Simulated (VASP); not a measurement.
Crystal: SnO2.

```
CELL_PARAMETERS angstrom
1.61709 0.93363 4.80059
-1.61709 0.93363 4.80059
0.00000 -1.86726 4.80059
ATOMIC_POSITIONS crystal
Sn 0.50000 0.50000 0.50000
O 0.76283 0.76283 0.76283
O 0.23717 0.23717 0.23717
```

Base run:

```yaml
Program: VASP 6.6.1
Functional: BLYP
Potentials_or_basis: VASP PAW PBE potentials, release 64 (Sn_d, O)
Cutoff: 520 eV
k_mesh: 10 × 10 × 10
Occupations: fermi-dirac, width 0.05 eV
Spin: no spin polarisation
```

Its results: band gap on the k mesh 1.91 eV, indirect (least direct gap 2.02 eV); pressure 4.4 GPa; largest force 0.093 eV/Å.

Question: The run is repeated on the same cell with these changes: functional from BLYP to PBEsol. What comes out?

Answer: Band gap on the k mesh 1.84 eV, indirect (least direct gap 1.97 eV); pressure -4.6 GPa; largest force 0.347 eV/Å.

PBEsol binds more tightly than BLYP, so the same cell stands under less pressure.

Caveats: the PAW data sets were made with another functional, which shifts forces and pressure a little; spin-orbit coupling is left out, which moves the levels of the heavy elements.

A k mesh can miss the band edges.
